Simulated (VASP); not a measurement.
B: relaxation of cell and atoms with r2SCAN

Crystal: B.

```xyz
4
Lattice="1.4691 -2.6607 0.0000 1.4691 2.6607 0.0000 0.0000 0.0000 3.2670" Properties=species:S:1:pos:R:3 pbc="T T T"
B     1.4691   -0.8310    1.3371
B     1.4691    1.8296    0.2963
B     1.4691    0.8310    1.9298
B     1.4691   -1.8296    2.9706
```

* Program: VASP 6.6.1
* Task: relaxation of cell and atoms
* Functional: r2SCAN
* Potentials or basis: VASP PAW PBE potentials, release 64 (B)
* Cutoff: 600 eV
* k mesh: 18 × 18 × 14
* Occupations: gaussian, width 0.1 eV
* Spin: no spin polarisation
* Dipole correction: no
* Further INCAR settings: ALGO = Normal; EDIFF = 1e-07; IBRION = 2; EDIFFG = -0.01; NSW = 100; ISIF = 3

```yaml
Relaxed_volume: 6.38 Å³/atom
Relaxed_cell: a = 3.040 Å, b = 3.040 Å, c = 3.265 Å, α = 90.00°, β = 90.00°, γ = 122.21°
Space_group_after_relaxing_to_0.1_Å: Cmce (No. 64)
Energy_gained_by_relaxing: 0.1 meV/atom
Ionic_steps: 4
Pressure_after_relaxing: 0.0 GPa
Band_gap_on_the_k_mesh: zero (bands 6 and 7 overlap by 1.22 eV)
```

Forces on the atoms (eV/Å):
```
B    0.000 -0.001  0.002
B    0.000 -0.001 -0.002
B    0.000  0.001 -0.002
B    0.000  0.001  0.002
```

Stress tensor (GPa, compression positive):
```
-0.03  0.00  0.00
 0.00 -0.09  0.00
 0.00  0.00  0.05
```

The path:
```tsv
step	energy change (eV)	largest force (eV/Å)	pressure (GPa)	volume (Å³)
1	0.0000	0.0737	-0.17	25.54
2	-0.0002	0.0523	0.18	25.51
3	-0.0003	0.0139	0.05	25.52
4	-0.0004	0.0020	-0.03	25.53
```

Final structure:
```xyz
4
Lattice="1.4688 -2.6614 0.0000 1.4688 2.6614 0.0000 0.0000 0.0000 3.2654" Properties=species:S:1:pos:R:3 pbc="T T T"
B     1.4688   -0.8295    1.3382
B     1.4688    1.8319    0.2945
B     1.4688    0.8295    1.9272
B     1.4688   -1.8319    2.9709
```

Levels at points of the mesh, in eV from the Fermi level:
```tsv
k point	band 4	band 5	band 6	band 7	band 8	band 9
(0.00, 0.00, 0.00)	-4.77	-3.70	0.59	0.97	2.68	2.78
(0.50, 0.00, 0.00)	-5.93	-4.85	-4.85	1.65	1.65	6.40
(0.50, 0.50, 0.00)	-5.59	-3.76	-2.13	-0.43	0.83	4.92
(0.00, 0.00, 0.50)	-1.95	-1.62	-1.62	1.05	1.05	6.81
(0.50, 0.00, 0.50)	-11.15	-4.56	-4.56	2.14	2.14	11.00
(0.50, 0.50, 0.50)	-9.80	-4.03	-4.03	0.87	0.87	9.87
```

It took 11 min on 4 MPI ranks on AMD EPYC 9755 128-Core Processor, with other jobs on the host, peak memory 0.26 GiB a rank.

Caveat: the PAW data sets were made with another functional, which shifts forces and pressure a little.
